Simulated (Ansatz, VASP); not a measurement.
**HfC in VASP and in Ansatz**

The input INCAR:

```
SYSTEM = HfC
  PREC = Accurate
  ENCUT = 520
  EDIFF = 1E-6
  ISMEAR = -1
  SIGMA = 0.05
  LREAL = .False.
  LASPH = .True.
  NELM = 100
  ALGO = Normal
  ISIF = 2
  LWAVE = .False.
  LCHARG = .True.
  GGA = PS
  LELF = .True.
  LVHAR = .True.
  NBANDS = 14
```

The input KPOINTS:

```
Automatic mesh
0
Gamma
  15 15 15
  0 0 0
```

File POSCAR:

```
HfC
1.0
   -0.0697500000      2.2901250000      2.2901250000
    2.2901250000     -0.0697500000      2.2901250000
    2.2901250000      2.2901250000     -0.0697500000
Hf C
1 1
Direct
    0.5000000000      0.5000000000      0.5000000000
    0.0000000000      0.0000000000      0.0000000000
```

Input for Ansatz:

```yaml
crystal:
  lattice:
    - [-0.06975, 2.290125, 2.290125]
    - [2.290125, -0.06975, 2.290125]
    - [2.290125, 2.290125, -0.06975]
  atoms:
    - { symbol: Hf, position: [0.5, 0.5, 0.5] }
    - { symbol: C, position: [0.0, 0.0, 0.0] }
kpoints:
  mp_grid: { grid: [15, 15, 15] }
  band_path:
    path:
      - [0.0, 0.0, 0.0]
      - [0.5, 0.5, 0.5]
      - [0.2579113083, 0.5, 0.7420886917]
      - [-0.2579113083, 0.2579113083, 0.5]
      - [0.0, 0.0, 0.5]
      - [0.0, 0.0, 0.0]
      - [-0.3789556542, 0.0, 0.3789556542]
      - [0.0, 0.3789556542, 0.6210443458]
      - [0.0, 0.5, 0.5]
    npoints: 5
scf:
  occupations: { method: fermi_dirac, width: 0.05 }
hamiltonian:
  xc: pbesol
  pseudopotentials: { kind: all_electron, lapw: { basis_error: 0.001 } }
output:
  forces: true
  stress: true
  eigenvalues: true
```

Change from the starting cell: equal xy, yz and zx shear strains of -3 %.

Alike in both runs: task single point; functional PBEsol; k mesh 15 × 15 × 15; occupations fermi-dirac, width 0.05 eV; no spin polarisation.

|  | VASP | Ansatz |
| --- | --- | --- |
| version | VASP 6.6.1 | Ansatz 0.2.0 |
| potentials or method | VASP PAW PBE potentials, release 64 (Hf_pv, C), cutoff 520 eV | all-electron LAPW, scalar-relativistic |

```csv
,VASP,Ansatz,Ansatz less VASP
pressure (GPa),-6.9,-6.3,+0.51
"traceless stress, the component that is largest in VASP (GPa)",4.79,4.79,-0.002
```

VASP's potentials were made for PBE, not for PBEsol. Ansatz ran all-electron here, and VASP with PAW potentials.

Spin-orbit coupling is off throughout.
